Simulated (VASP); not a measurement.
Input of a VASP 6.6.1 run:

File INCAR:

```
ALGO = Fast
EDIFF = 1E-7
ENCUT = 520
GGA = PE
ISIF = 2
ISMEAR = 0
LASPH = True
LCHARG = False
LREAL = False
LWAVE = False
NBANDS = 7
NELM = 60
PREC = Accurate
SIGMA = 0.1
```

The input KPOINTS:

```
k-points
0
Gamma
  8 8 8
```

POSCAR

```
Mg
1.0
    0.0000000000      2.1045802055      2.1045802055
    2.1045802055      0.0000000000      2.1045802055
    2.1045802055      2.1045802055      0.0000000000
Mg
1
Direct
    0.0000000000      0.0000000000      0.0000000000
```

Potentials or basis: VASP PAW PBE potentials, release 64 (Mg).

The run is started by

```console
$ cat potpaw_PBE.64/Mg/POTCAR > POTCAR
$ mpirun -np 1 vasp_std > vasp.out
```

(1) Estimate the pressure.

(2) Predict the band gap on the k mesh.

Results:

(1) 11.5 GPa.

(2) zero (band 1 reaches 5.38 eV, above the bottom of band 2 at 2.53 eV).

Caveat: the cell differs from its parent crystal (Cd replaced by Mg, lengths x 0.987, strained).
